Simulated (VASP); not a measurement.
The system is SiGe3.

```
CELL_PARAMETERS angstrom
2.95590 0.00000 0.00000
0.00000 2.95590 0.00000
0.00000 0.00000 8.36055
ATOMIC_POSITIONS crystal
Si 0.00000 0.00000 0.50000
Ge 0.00000 0.00000 0.00000
Ge 0.50000 0.50000 0.25000
Ge 0.50000 0.50000 0.75000
```

* Program: VASP 6.6.1
* Task: relaxation of cell and atoms
* Functional: PBE
* Potentials or basis: VASP PAW PBE potentials, release 64 (Si, Ge_d)
* Cutoff: 600 eV
* k mesh: 6 × 6 × 2
* Occupations: gaussian, width 0.1 eV
* Spin: no spin polarisation

At the start: pressure 1.3 GPa; volume 18.26 Å³/atom.

**Question.** Where does the relaxation end?

**Answer.** Over 13 steps the energy falls by 39.4 meV/atom and the volume is 18.62 Å³/atom (+2.0 %); space group P4/mmm (No. 123, to 0.05 Å).

The path:
| step | energy change (eV) | largest force (eV/Å) | pressure (GPa) | volume (Å³) |
| --- | --- | --- | --- | --- |
| 1 | 0.0000 | 0.5278 | 1.28 | 73.05 |
| 2 | -0.0341 | 0.4617 | -0.17 | 74.61 |
| 3 | -0.0478 | 0.3159 | -2.51 | 77.17 |
| 4 | -0.0493 | 0.3455 | -2.03 | 76.56 |
| 5 | -0.0727 | 0.2971 | -1.87 | 76.08 |
| 6 | -0.1302 | 0.1569 | -0.82 | 74.64 |
| 7 | -0.1054 | 0.2667 | 2.72 | 71.74 |
| 8 | -0.1468 | 0.0940 | 0.26 | 73.61 |
| 9 | -0.1470 | 0.0763 | 0.33 | 73.47 |
| 10 | -0.1516 | 0.0641 | 0.22 | 73.75 |
| 11 | -0.1560 | 0.0768 | 0.09 | 74.60 |
| 12 | -0.1564 | 0.0402 | 0.06 | 74.41 |
| 13 | -0.1577 | 0.0172 | 0.11 | 74.50 |

Final structure:
```xyz
4
Lattice="2.9322 0.0000 0.0000 0.0000 2.9322 0.0000 0.0000 0.0000 8.6644" Properties=species:S:1:pos:R:3 pbc="T T T"
Si    0.0000    0.0000    4.3322
Ge    0.0000    0.0000    0.0000
Ge    1.4661    1.4661    2.4243
Ge    1.4661    1.4661    6.2401
```

Caveat: the k points lie up to 0.36 Å⁻¹ apart in the final cell.
